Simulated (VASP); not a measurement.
# Si62B (a cell with a defect) in VASP: single point with LDA

Aim: the single point of Si62B (a cell with a defect) with LDA.

All numbers are computed with VASP 6.6.1; they aren't measurements. Logs are shortened: lines on timing, memory, paths and dates and some standing lists are left out, and cuts for length are marked.

## (1) The cell of the first run

The cell holds a defect, 63 atoms: a = 10.860 Å, b = 10.860 Å, c = 10.860 Å, α = 90.00°, β = 90.00°, γ = 90.00°.

## (2) Single point, LDA, collinear spin, zero start

INCAR reads:

```
PREC = Accurate
ENCUT = 520
EDIFF = 1E-7
ISMEAR = -1
SIGMA = 0.05
LREAL = Auto
LASPH = True
NELM = 150
ALGO = Normal
ISIF = 2
LWAVE = False
LCHARG = False
ISPIN = 2
MAGMOM = 0 0 0 0 0 0 0 0 0 0 0 0 0 0 0 0 0 0 0 0 0 0 0 0 0 0 0 0 0 0 0 0 0 0 0 0 0 0 0 0 0 0 0 0 0 0 0 0 0 0 0 0 0 0 0 0 0 0 0 0 0 0 0
LORBIT = 11
GGA = CA
NBANDS = 166
NELECT = 253.0
```

KPOINTS reads:

```
Automatic mesh
0
Gamma
  1 1 1
```

POSCAR reads:

```
Si62B
1.0
   10.8600000000      0.0000000000      0.0000000000
    0.0000000000     10.8600000000      0.0000000000
    0.0000000000      0.0000000000     10.8600000000
Si B
62 1
Direct
    0.5025798343      0.0011022099      0.0040109576
    0.6317202578      0.1227903315      0.1310567219
    0.7502277164      0.2501872928      0.0021404236
    0.8775608656      0.3686605893      0.1311700737
    0.7660303867      0.0082242173      0.2600294659
    0.0025915285     -0.0022975138      0.0026003683
    0.1263122468      0.1236290055      0.1260852670
    0.2462824125      0.2495860958     -0.0047571823
    0.3715719153      0.3728453039      0.1244309392
    0.4990871087      0.5012563536      0.0061009208
    0.6273843462      0.6287296501      0.1245882136
    0.7503454880      0.7542337017     -0.0047696133
    0.8766500000      0.8739266114      0.1260285451
    0.2521246777     -0.0002753223      0.2507641805
    0.3769698895      0.1233584715      0.3782616943
    0.4960782689      0.2452412523      0.2470185083
    0.5715966851      0.4284499079      0.3263220994
    0.7548479742      0.5040282689      0.2471532228
    0.8768347145      0.6231731123      0.3782475138
    0.5093842541      0.0078823204      0.5033058011
    0.6380774401      0.1410469613      0.6247482505
    0.8588655617      0.3616982505      0.6245962247
    0.7515023941      0.0056417127      0.7481241252
    0.8769528545      0.1234720994      0.8790449355
   -0.0008430018      0.4976930939      0.0039597606
    0.1259315838      0.6229434622      0.1272125230
    0.2511738490      0.7489917127      0.0004639963
    0.3773022099      0.8742570902      0.1271041436
   -0.0080425414      0.2341650092      0.2600666667
    0.1187123389      0.3698412523      0.3757584715
    0.2480630755      0.4959796501      0.2524651013
    0.3778645488      0.6223627072      0.3732054328
    0.5042065378      0.7522619705      0.2525300184
    0.6304935543      0.8814362799      0.3758348987
   -0.0100744936      0.0103444751      0.4877534070
    0.1209157459      0.1247058932      0.6215510129
    0.2495174954      0.2500211786      0.5007206262
    0.3738854512      0.3727107735      0.6296370166
    0.4969122468      0.5032776243      0.5100183241
    0.6275973297      0.6261494475      0.6296528545
    0.7502740331      0.7506486188      0.5008298343
    0.8756176796      0.8793162063      0.6215563536
    0.2490232965      0.0001224678      0.7471166667
    0.3751402394      0.1217400552      0.8749375691
    0.5024408840      0.2504972376      0.7530422652
    0.6232347145      0.3772359116      0.8799429098
    0.7501129834      0.4978050645      0.7529930018
    0.8784236648      0.6253297422      0.8751772560
    0.0004618785      0.7481609576      0.2508529466
    0.1221949355      0.8780840700      0.3731444751
   -0.0078890424      0.4906333333      0.5033606814
    0.1238434622      0.6233112339      0.6243148250
    0.2485765193      0.7514750460      0.4956551565
    0.3767646409      0.8761784530      0.6243139963
   -0.0052901473      0.2489565378      0.7480957643
    0.1207431860      0.3762201657      0.8718057090
    0.2491680479      0.5007101289      0.7506692449
    0.3768693370      0.6234321363      0.8757384899
    0.4996080110      0.7510061694      0.7505743094
    0.6239281768      0.8797098527      0.8715543278
    0.0001104052      0.7511759669      0.7471671271
    0.1262049724      0.8740298343      0.8741277164
    0.9078368324      0.0923092081      0.3450785451
```

Potentials or basis: VASP PAW LDA potentials, release 64 (Si, B).

Run with:

```console
$ cat potpaw_LDA.64/Si/POTCAR potpaw_LDA.64/B/POTCAR > POTCAR
$ mpirun -np 1 vasp_gam > vasp.out
```

OUTCAR:

```text
PREC = Accurate
   ENCUT = 520
   EDIFF = 1E-7
   ISMEAR = -1
   LREAL = Auto
   LASPH = True
   NELM = 150
   ISIF = 2
   ISPIN = 2
   LORBIT = 11
   GGA = CA
   NELECT = 253.0

 ion  position               nearest neighbor table
   1  0.503  0.001  0.004-  28 2.35  60 2.35  44 2.37   2 2.37
   2  0.632  0.123  0.131-  16 2.35   3 2.35   1 2.37   5 2.37
   3  0.750  0.250  0.002-   2 2.35   4 2.35  46 2.36  24 2.36
   4  0.878  0.369  0.131-  18 2.35   3 2.35  25 2.37  29 2.37
   5  0.766  0.008  0.260-  63 2.01   2 2.37  34 2.38  13 2.38
   6  0.003  0.998  0.003-   7 2.34  13 2.34  24 2.35  62 2.36
   7  0.126  0.124  0.126-   6 2.34  14 2.35   8 2.36  29 2.38
   8  0.246  0.250  0.995-  56 2.36   7 2.36  44 2.36   9 2.37
   9  0.372  0.373  0.124-  10 2.35  31 2.35  16 2.35   8 2.37  17 3.14
  10  0.499  0.501  0.006-  46 2.35  11 2.35   9 2.35  58 2.35
  11  0.627  0.629  0.125-  10 2.35  33 2.35  18 2.35  12 2.37  17 3.15
  12  0.750  0.754  0.995-  60 2.35  13 2.36  48 2.37  11 2.37
  13  0.877  0.874  0.126-   6 2.34  49 2.35  12 2.36   5 2.38
  14  0.252  1.000  0.251-  50 2.35  28 2.35   7 2.35  15 2.36
  15  0.377  0.123  0.378-  16 2.34  20 2.34  14 2.36  37 2.36
  16  0.496  0.245  0.247-  17 2.32  15 2.34   9 2.35   2 2.35
  17  0.572  0.428  0.326-  39 2.30  16 2.32  18 2.32  32 3.02   9 3.14  11 3.15
  18  0.755  0.504  0.247-  17 2.32  19 2.34  11 2.35   4 2.35
  19  0.877  0.623  0.378-  18 2.34  51 2.34  49 2.36  41 2.36
  20  0.509  0.008  0.503-  15 2.34  34 2.35  21 2.41  54 2.42
  21  0.638  0.141  0.625-  23 2.34  45 2.35  20 2.41
  22  0.859  0.362  0.625-  55 2.34  47 2.35  51 2.41
  23  0.752  0.006  0.748-  21 2.34  24 2.35  60 2.36  42 2.36
  24  0.877  0.123  0.879-  55 2.35  23 2.35   6 2.35   3 2.36
  25  0.999  0.498  0.004-  26 2.35  56 2.35  48 2.37   4 2.37
  26  0.126  0.623  0.127-  49 2.35  31 2.35  25 2.35  27 2.37
  27  0.251  0.749  0.000-  58 2.36  62 2.36  28 2.37  26 2.37
  28  0.377  0.874  0.127-  14 2.35  33 2.35   1 2.35  27 2.37
  29  0.992  0.234  0.260-  63 2.02   4 2.37  30 2.38   7 2.38
  30  0.119  0.370  0.376-  51 2.35  37 2.36  31 2.38  29 2.38
  31  0.248  0.496  0.252-  26 2.35   9 2.35  32 2.36  30 2.38
  32  0.378  0.622  0.373-  39 2.36  33 2.36  31 2.36  53 2.39  17 3.02
  33  0.504  0.752  0.253-  28 2.35  11 2.35  32 2.36  34 2.38
  34  0.630  0.881  0.376-  20 2.35  41 2.36  33 2.38   5 2.38
[... 26 lines left out ...]
  61  0.000  0.751  0.747-  52 2.35  48 2.36  62 2.36  42 2.37
  62  0.126  0.874  0.874-   6 2.36  61 2.36  43 2.36  27 2.36
  63  0.908  0.092  0.345-  35 2.00   5 2.01  29 2.02

  LATTYP: Found a simple cubic cell.
 ALAT       =    10.8600000000

  Lattice vectors:

 A1 = (  10.8600000000,   0.0000000000,   0.0000000000)
 A2 = (   0.0000000000,  10.8600000000,   0.0000000000)
 A3 = (   0.0000000000,   0.0000000000,  10.8600000000)

Analysis of symmetry for initial positions (statically):
=====================================================================
 Subroutine PRICEL returns:
 Original cell was already a primitive cell.

 Routine SETGRP: Setting up the symmetry group for a
 simple cubic supercell.

 Subroutine GETGRP returns: Found  1 space group operations
 (whereof  1 operations were pure point group operations)
 out of a pool of 48 trial point group operations.

The static configuration has the point symmetry C_1 .

Analysis of symmetry for dynamics (positions and initial velocities):
=====================================================================
 Subroutine PRICEL returns:
 Original cell was already a primitive cell.

 Routine SETGRP: Setting up the symmetry group for a
 simple cubic supercell.

 Subroutine GETGRP returns: Found  1 space group operations
 (whereof  1 operations were pure point group operations)
 out of a pool of 48 trial point group operations.

The dynamic configuration has the point symmetry C_1 .

Analysis of structural, dynamic, and magnetic symmetry:
=====================================================================
 Subroutine PRICEL returns:
 Original cell was already a primitive cell.

 Routine SETGRP: Setting up the symmetry group for a
 simple cubic supercell.

 Subroutine GETGRP returns: Found  1 space group operations
 (whereof  1 operations were pure point group operations)
 out of a pool of 48 trial point group operations.

The overall configuration has the point symmetry C_1 .
[... 200 lines left out ...]
   NSW    =      0    number of steps for IOM
   IBRION =     -1    ionic relax: 0-MD 1-quasi-New 2-CG
   NFREE  =      0    steps in history (QN), initial steepest desc. (CG)
   ISIF   =      2    stress and relaxation
   ISYM   =      2    0-nonsym 1-usesym 2-fastsym
   POTIM  = 0.5000    time-step for ionic-motion
   TEBEG  =    0.0;   TEEND  =   0.0 temperature during run
   PSTRESS=    0.0 pullay stress
   NELECT =     253.0000    total number of electrons
   NUPDOWN=      -1.0000    fix difference up-down
   EMIN   =  10.00;   EMAX   =-10.00  energy-range for DOS
   EFERMI =   0.00;   METHOD = LEGACY
   ISMEAR =    -1;   SIGMA  =   0.05  broadening in eV -4-tet -1-fermi 0-gaus
   EFERMI_NEDOS =   21; number of points for ismear=-14 and -15
   IALGO  =     38    algorithm
   IMIX   =      4    mixing-type and parameters
     AMIX     =   0.40;   BMIX     =  1.00
     AMIX_MAG =   1.60;   BMIX_MAG =  1.00
  volume/ion in A,a.u.               =      20.33       137.20
  Fermi-wavevector in a.u.,A,eV,Ry     =   0.953422  1.801706 12.367880  0.909014
  Thomas-Fermi vector in A             =   2.082076
   LORBIT       =     11    0 simple, 1 ext, 2 COOP (PROOUT), +10 PAW based schemes
   GGA     = CA    functional components
   LHFCALC =     F    Hartree Fock is set to
   AEXX    =    0.0000 exact exchange contribution
   IVDW    =     0    specifies the selected vdW correction
   LEPSILON=     F    determine dielectric tensor
   LRPA    =     F    only Hartree local field effects (RPA)
 spin polarized calculation
  energy-cutoff  :      520.00
  volume of cell :     1280.82
 maximum number of plane-waves:     17229
 NGX is ok and might be reduce to    84
   NGX = 41   NGY = 41   NGZ = 41

 number of electron     252.9999999 magnetization      -0.0000004

 number of electron     252.9999999 magnetization       0.0000006

 Free energy of the ion-electron system (eV)
  ---------------------------------------------------
  ext. energy  EPLUGINS =         0.00000000
  ---------------------------------------------------
  free energy    TOTEN  =      -354.74351265 eV

  energy without entropy =     -354.57898164  energy(sigma->0) =     -354.66124714

 E-fermi :   6.0618     XC(G=0):  -9.5316

 val. band max:        5.6588666628   @ k =   0.0000   0.0000   0.0000
 cond. band min:       6.1375025326   @ k =   0.0000   0.0000   0.0000
 fundamental gap:      0.4786358698
 Fermi energy:         6.0617841038

 spin component 1

 k-point     1 :       0.0000    0.0000    0.0000
  band No.  band energies     occupation
      1      -6.3905      1.00000
      2      -5.4391      1.00000
      3      -5.3600      1.00000
      4      -5.3315      1.00000
      5      -5.3075      1.00000
      6      -5.2930      1.00000
[... 130 lines left out ...]
    137       6.6767      0.00000
    138       6.7647      0.00000
 Fermi energy:         6.0617841038

 spin component 2

 k-point     1 :       0.0000    0.0000    0.0000
  band No.  band energies     occupation
      1      -6.3905      1.00000
      2      -5.4391      1.00000
      3      -5.3600      1.00000
      4      -5.3315      1.00000
      5      -5.3075      1.00000
      6      -5.2930      1.00000
[... 130 lines left out ...]
    137       6.6767      0.00000
    138       6.7647      0.00000
 [bands above 138 left out]

------------------------ aborting loop because EDIFF is reached ----------------------------------------

  FORCE on cell =-STRESS in cart. coord.  units (eV):
  Direction    XX          YY          ZZ          XY          YZ          ZX
  --------------------------------------------------------------------------------------
  -------------------------------------------------------------------------------------
  Total        1.4725483      1.4558879      5.8140170     -5.1482338      0.3363681     -0.3215199
  in kB        1.8420044      1.8211639      7.2727289     -6.4399036      0.4207614     -0.4021879
  external PRESSURE =       3.6452991 kB  Pullay stress =       0.0000000 kB

 VOLUME and BASIS-vectors are now :
 -----------------------------------------------------------------------------
  energy-cutoff  :      520.00
  volume of cell :     1280.82
      direct lattice vectors                 reciprocal lattice vectors
    10.860000000  0.000000000  0.000000000     0.092081031  0.000000000  0.000000000
     0.000000000 10.860000000  0.000000000     0.000000000  0.092081031  0.000000000
     0.000000000  0.000000000 10.860000000     0.000000000  0.000000000  0.092081031

 POSITION                                       TOTAL-FORCE (eV/Angst)
 -----------------------------------------------------------------------------------
      5.45802      0.01197      0.04356        -0.002912      0.002923     -0.004994
      6.86048      1.33350      1.42328        -0.007269     -0.000840      0.000274
      8.14747      2.71703      0.02325         0.005528     -0.006501     -0.001355
      9.53031      4.00365      1.42451        -0.005983      0.001984     -0.005837
      8.31909      0.08931      2.82392         0.021028      0.016676      0.008644
      0.02814     10.83505      0.02824         0.004265     -0.005932      0.003619
[... 55 lines left out ...]
      1.37059      9.49196      9.49303        -0.005353      0.006939     -0.004538
      9.85911      1.00248      3.74755         0.001718      0.005852     -0.014682
 -----------------------------------------------------------------------------------
    total drift:                                0.004860      0.006951      0.011599

  FREE ENERGIE OF THE ION-ELECTRON SYSTEM (eV)
  ---------------------------------------------------
  free  energy   TOTEN  =      -354.7435126471 eV

  energy  without entropy=     -354.5789816379  energy(sigma->0) =     -354.66124714

 total charge

# of ion       s       p       d       tot
------------------------------------------
    1        0.751   0.955   0.000   1.706
    2        0.749   0.954   0.000   1.703
    3        0.752   0.968   0.000   1.720
    4        0.749   0.954   0.000   1.703
    5        0.747   0.954   0.000   1.700
    6        0.747   0.971   0.000   1.718
[... 55 lines left out ...]
   62        0.751   0.961   0.000   1.712
   63        0.692   1.093   0.000   1.784
--------------------------------------------------
tot         47.401  60.157   0.000 107.558

 magnetization (x)

# of ion       s       p       d       tot
------------------------------------------
    1       -0.000  -0.000   0.000  -0.000
    2       -0.000  -0.000   0.000  -0.000
    3       -0.000  -0.000   0.000  -0.000
    4       -0.000  -0.000   0.000  -0.000
    5       -0.000  -0.000   0.000  -0.000
    6       -0.000  -0.000   0.000  -0.000
[... 55 lines left out ...]
   62       -0.000  -0.000   0.000  -0.000
   63       -0.000   0.000   0.000   0.000
--------------------------------------------------
tot         -0.000  -0.000   0.000  -0.000
```

It took 17 min on 1 thread of Intel Xeon Platinum 8259CL at 2.50GHz (Skylake/Cascade Lake), shared host; peak memory 0.92 GiB.

What came out:

```yaml
Free_energy: -354.7435 eV
Largest_force: 0.028 eV/Å
Net_moment: 0.00 μB per cell
Valence_electrons_inside_the_program's_atomic_spheres: Si 1.71, 1.70, 1.72, 1.69, 1.65 (each value once); B 1.78
```

Forces on the atoms (eV/Å):
```
Si  -0.003  0.003 -0.005
Si  -0.007 -0.001  0.000
Si   0.006 -0.007 -0.001
Si  -0.006  0.002 -0.006
Si   0.021  0.017  0.009
Si   0.004 -0.006  0.004
Si   0.002  0.003  0.002
Si  -0.001  0.001 -0.008
Si   0.004  0.007 -0.003
Si  -0.002  0.002 -0.003
Si  -0.011 -0.005 -0.007
Si   0.012 -0.011 -0.001
Si  -0.011  0.001  0.002
Si  -0.005  0.010 -0.006
Si   0.002 -0.009 -0.002
Si  -0.003 -0.004  0.006
Si   0.010 -0.005  0.001
Si   0.006  0.009  0.004
Si   0.008  0.002  0.004
Si   0.006  0.009  0.011
Si   0.001 -0.003  0.003
Si   0.008  0.007 -0.001
Si  -0.001 -0.004 -0.006
Si  -0.009  0.005 -0.003
Si   0.000  0.008  0.009
Si   0.007 -0.006 -0.003
Si   0.000  0.003  0.002
Si   0.003 -0.006  0.002
Si  -0.015 -0.020  0.010
Si   0.006  0.003  0.003
Si   0.003 -0.001  0.004
Si  -0.003  0.001 -0.003
Si   0.005 -0.005  0.003
Si  -0.011 -0.003  0.001
Si  -0.003  0.002  0.000
Si   0.002  0.006  0.002
Si   0.000  0.002  0.000
Si   0.003  0.004  0.002
Si  -0.003  0.002  0.010
Si   0.000  0.004  0.003
Si  -0.003 -0.002 -0.006
Si  -0.007 -0.001  0.004
Si   0.002 -0.011 -0.002
Si  -0.003  0.009  0.004
Si   0.004 -0.004 -0.003
Si   0.000 -0.004  0.002
Si  -0.005 -0.003  0.001
Si  -0.008 -0.002 -0.008
Si  -0.008  0.002 -0.010
Si   0.003 -0.009 -0.005
Si  -0.006 -0.003  0.010
Si  -0.004 -0.007 -0.013
Si   0.001  0.002  0.021
Si   0.005  0.003 -0.015
Si   0.004 -0.003 -0.002
Si  -0.003  0.007 -0.005
Si   0.003 -0.002  0.000
Si   0.001 -0.002 -0.001
Si  -0.003 -0.001  0.000
Si  -0.006 -0.001  0.008
Si   0.010  0.003  0.001
Si  -0.005  0.007 -0.005
B    0.002  0.006 -0.015
```

Caveat: the k points lie up to 0.58 Å⁻¹ apart; the cell carries a net charge on a neutralising background, which shifts energy and pressure; the cell is charged against a uniform background, so pressure and absolute levels hang on convention; no moment was typed at the start, so none could form.
